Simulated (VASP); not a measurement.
The system is Sb.

```
Sb
1.0
    -1.87134    1.87134    1.87134
     1.87134   -1.87134    1.87134
     1.87134    1.87134   -1.87134
Sb
1
Cartesian
  0.0000 0.0000 0.0000
```

This isn't the form of Sb at room conditions, which is rhombohedral.

* Program: VASP 6.6.1
* Task: relaxation of cell and atoms
* Functional: PBE0
* Potentials or basis: VASP PAW PBE potentials, release 64 (Sb_d_GW)
* Cutoff: 500 eV
* k mesh: 5 × 5 × 5
* Occupations: fermi-dirac, width 0.05 eV
* Spin: no spin polarisation

At the start: pressure -2.1 GPa; volume 26.21 Å³/atom.

Question: Where does the relaxation end?

Answer: Over 3 steps the energy falls by 5.4 meV/atom and the volume is 25.44 Å³/atom (-3.0 %); space group Im-3m (No. 229, to 0.1 Å) before and after.

The path:
```csv
step,energy change (eV),largest force (eV/Å),pressure (GPa),volume (Å³)
1,0.0000,0.0000,-2.14,26.21
2,-0.0024,0.0000,1.89,24.90
3,-0.0054,0.0000,0.01,25.44
```

Final structure:
```yaml
crystal:
  lattice:
    - [-1.85270, 1.85270, 1.85270]
    - [1.85270, -1.85270, 1.85270]
    - [1.85270, 1.85270, -1.85270]
  atoms:
    - { symbol: Sb, position: [0.00000, 0.00000, 0.00000] }
```

Caveat: the k points lie up to 0.48 Å⁻¹ apart in the final cell, too coarse for converged energies and pressures of a metal; the PAW data sets were made with another functional, which shifts forces and pressure a little; an odd number of electrons without spin polarisation forces a metal; a magnetic or distorted state may lie lower.
